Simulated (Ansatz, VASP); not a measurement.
Cu in VASP and in Ansatz

```
Cu
1.0
     4.07265    0.00000    0.00000
    -2.03632    3.52702    0.00000
     0.00000    0.00000    2.40985
Cu
3
Direct
  0.00000 0.00000 0.00000
  0.33333 0.66667 0.50000
  0.66667 0.33333 0.50000
```

Alike in both runs: functional PBEsol; k mesh 6 × 6 × 6; occupations gaussian, width 0.1 eV; no spin polarisation.

Ansatz relaxed the structure, and its values are those at the end. VASP's run is a single point on that final structure, the one shown.

```csv
,VASP,Ansatz
version,VASP 6.6.1,Ansatz 0.2.0
potentials or method,"VASP PAW PBE potentials, release 64 (Cu), cutoff 520 eV","scalar-relativistic, plane waves, PAW"
valence electrons in the cell,33,57
```

```csv
,VASP,Ansatz,Ansatz less VASP
gap on the k mesh at the Fermi level (eV),none,none,-
pressure (GPa),1.0,0.0,-1.07
```

VASP's potentials were made for PBE, not for PBEsol. A gap of «none» marks a metal or a gap that the smearing closes. VASP's potentials hold 33 valence electrons a cell and Ansatz's 57, so a difference there can come from the potentials and not from the codes.

The k mesh is coarse, so the values compare programs but aren't converged.
